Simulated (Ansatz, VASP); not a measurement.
# ReP in VASP and in Ansatz

```xyz
2
Lattice="0.0000 2.6297 2.6297 2.6297 0.0000 2.6297 2.6297 2.6297 0.0000" Properties=species:S:1:pos:R:3 pbc="T T T"
Re    0.0000    0.0000    0.0000
P     1.3148    1.3148    1.3148
```

Alike in both runs: task single point; functional PBEsol; k mesh 12 × 12 × 12; occupations gaussian, width 0.05 eV; no spin polarisation.

|  | VASP | Ansatz |
| --- | --- | --- |
| version | VASP 6.6.1 | Ansatz 0.2.0 |
| potentials or method | VASP PAW PBE potentials, release 64 (Re, P), cutoff 520 eV | scalar-relativistic, plane waves, PAW |
| valence electrons in the cell | 12 | 20 |

|  | VASP | Ansatz | Ansatz less VASP |
| --- | --- | --- | --- |
| gap on the k mesh at the Fermi level (eV) | none | none | - |
| pressure (GPa) | 1.2 | 0.0 | -1.21 |

VASP's potentials were made for PBE, not for PBEsol. A gap of «none» marks a metal or a gap that the smearing closes. VASP's potentials hold 12 valence electrons a cell and Ansatz's 20, so a difference there can come from the potentials and not from the codes.

Neither program's run includes spin-orbit coupling.
